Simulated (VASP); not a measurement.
Input of a VASP 6.6.1 run:

Contents of INCAR:

```
SYSTEM = SnSe
ALGO = Normal
EDIFF = 1E-7
ENCUT = 520
GGA = CA
ISIF = 2
ISMEAR = 0
LASPH = .TRUE.
LCHARG = .FALSE.
LREAL = .FALSE.
LWAVE = .FALSE.
NBANDS = 17
NELM = 60
PREC = Accurate
SIGMA = 0.05
```

KPOINTS

```
k-points
0
G
  10 10 10
  0 0 0
```

File POSCAR:

```
SnSe
1.0
    0.0000000000      2.7579435845      3.5853266598
    2.7579435845      0.0000000000      3.5853266598
    2.7579435845      2.7579435845      0.0000000000
Sn Se
1 1
Direct
    0.0000000000      0.0000000000      0.0000000000
    0.5000000000      0.5000000000      0.5000000000
```

Potentials or basis: VASP PAW LDA potentials, release 64 (Sn_d, Se).

Command:

```sh
$ cat potpaw_LDA.64/Sn_d/POTCAR potpaw_LDA.64/Se/POTCAR > POTCAR
$ mpirun -np 1 vasp_std > vasp.out
```

Problem. Estimate the band gap on the k mesh.

Solution. Zero (band 10 reaches 6.34 eV, above the bottom of band 11 at 5.51 eV).

Problem. Predict the pressure.

Solution. 4.1 GPa.

Stress tensor (GPa, compression positive):
```
 9.82  0.00  0.00
 0.00  9.82  0.00
 0.00  0.00 -7.21
```

Caveat: spin-orbit coupling is left out, which moves the levels of the heavy elements.
